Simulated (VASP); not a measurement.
Set up this calculation in VASP 6.6.1, as the native input.

- Task: single point
- Functional: PBEsol
- Potentials or basis: VASP PAW PBE potentials, release 64 (Si, Ge_d)
- Cutoff: 520 eV
- k mesh: 12 × 12 × 6
- Occupations: gaussian, width 0.02 eV
- Spin: no spin polarisation
- Dipole correction: no
- Further INCAR settings: ALGO = Normal; EDIFF = 1e-06; NBANDS = 26

The structure of SiGe lies in POSCAR:

```
SiGe
1.0
    3.9178259672      0.0000000000      0.0000000000
   -1.9589129836      3.3929368152      0.0000000000
    0.0000000000      0.0000000000      6.2500909890
Si Ge
2 2
Direct
    0.6666666664      0.3333333336      0.8769859548
    0.3333333336      0.6666666664      0.3769859548
    0.6666666668      0.3333333332      0.4980130452
    0.3333333332      0.6666666668     -0.0019869548
```

This cell differs from its parent crystal: uniaxial strain along c: -3.0 %, then relaxed in part.

The input as run:

INCAR

```
PREC = Accurate
ENCUT = 520
EDIFF = 1E-6
ISMEAR = 0
SIGMA = 0.02
LREAL = F
LASPH = T
NELM = 60
ALGO = Normal
ISIF = 2
LWAVE = F
LCHARG = F
GGA = PS
NBANDS = 26
```

KPOINTS

```
regular mesh
0
Gamma
  12 12 6
```

Potentials or basis: VASP PAW PBE potentials, release 64 (Si, Ge_d).

Run with:

```console
$ cat potpaw_PBE.64/Si/POTCAR potpaw_PBE.64/Ge_d/POTCAR > POTCAR
$ mpirun -np 1 vasp_std > vasp.out
```

Results of the run:

- Pressure: 1.9 GPa
- Band gap on the k mesh: 0.11 eV

Caveat: the cell differs from its parent crystal (uniaxial strain along c: -3.0 %, then relaxed in part); the PAW data sets were made with another functional, which shifts forces and pressure a little.

It took 63 s on 1 thread of Intel(R) Xeon(R) 6975P-C (Granite Rapids), on a shared host, peak memory 0.27 GiB.
